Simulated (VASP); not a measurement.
Te2Mo: single point with LDA

The system is Te2Mo, a slab with vacuum.

```
Te Mo
1.0
     3.56023    0.00000    0.00000
    -1.78012    3.08325    0.00000
     0.00000    0.00000   17.52406
Te Mo
2 1
Cartesian
  0.0000 2.0555 15.7341
  0.0000 2.0555 1.7900
  -0.1000 0.0000 0.0000
```

This cell differs from its parent crystal: atom 3 (Mo) moved by (-0.100, +0.000) A along x and z.

```
Program             : VASP 6.6.1
Task                : single point
Functional          : LDA
Potentials or basis : VASP PAW LDA potentials, release 64 (Te, Mo_sv)
Cutoff              : 520 eV
k mesh              : 12 × 12 × 2
Occupations         : gaussian, width 0.05 eV
Spin                : no spin polarisation
```

```
Largest force          : 1.348 eV/Å
Band gap on the k mesh : 1.04 eV
```

Forces on the atoms (eV/Å):
```
Te  -0.674 -0.023  0.292
Te  -0.674 -0.023 -0.292
Mo   1.348  0.047  0.000
```

Levels at points of the mesh, in eV from the valence-band top:
```tsv
k point	band 9	band 10	band 11	band 12	band 13	band 14	band 15	band 16	band 17	band 18
(0.00, 0.00, 0.00)	-1.63	-1.61	-1.15	-0.62	-0.39	2.72	3.16	3.38	3.47	4.37
(0.50, 0.00, 0.00)	-3.18	-2.21	-1.65	-0.82	-0.25	1.32	1.70	3.40	3.75	4.00
(0.00, 0.50, 0.00)	-3.27	-2.29	-1.51	-0.84	-0.17	1.37	1.73	3.11	3.83	3.94
(0.50, 0.50, 0.00)	-3.36	-2.40	-1.38	-0.66	-0.30	1.43	1.75	3.04	3.79	3.87
(0.00, 0.00, 0.50)	-1.63	-1.61	-1.15	-0.62	-0.39	2.72	3.16	3.38	3.47	4.46
(0.50, 0.00, 0.50)	-3.18	-2.21	-1.65	-0.82	-0.25	1.32	1.70	3.40	3.75	4.00
(0.00, 0.50, 0.50)	-3.27	-2.29	-1.51	-0.84	-0.17	1.37	1.73	3.11	3.83	3.94
(0.50, 0.50, 0.50)	-3.36	-2.40	-1.38	-0.66	-0.30	1.43	1.75	3.04	3.79	3.87
```

Run time: 19 min on 1 thread of Intel Xeon 8259CL, with other jobs on the host, peak memory 0.67 GiB.

Caveat: the cell differs from its parent crystal (atom 3 (Mo) moved by (-0.100, +0.000) A along x and z); there is no dipole correction, which matters where the two faces differ; spin-orbit coupling is left out, which moves the levels of the heavy elements.
